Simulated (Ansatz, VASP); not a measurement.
## One calculation of Ru, two programs

```
Ru
1.0
     2.11880    0.00000    0.00000
     0.00000    2.11880    0.00000
     0.00000    0.00000    2.11880
Ru
1
Direct
  0.00000 0.00000 0.00000
```

Change from the starting cell: volume scaled by 0.6, crystal datasets.

Alike in both runs: task single point; functional PBE; k mesh 15 × 15 × 15; occupations fermi-dirac, width 0.1 eV; no spin polarisation.

```csv
,VASP,Ansatz
version,VASP 6.6.1,Ansatz 0.2.0
potentials or method,"VASP PAW PBE potentials, release 64 (Ru_pv), cutoff 500 eV","all-electron PAW with datasets made for the crystal, scalar-relativistic"
```

Ansatz gave:

- pressure (GPa): 361.9

Question: Estimate VASP's values.

Answer: Pressure (GPa): 370.9.

Both programs put the cell under a high pressure, so it lies far from rest at this level. Ansatz ran all-electron here, and VASP with PAW potentials.

Noted on VASP's run: the cell as given lies far from equilibrium.
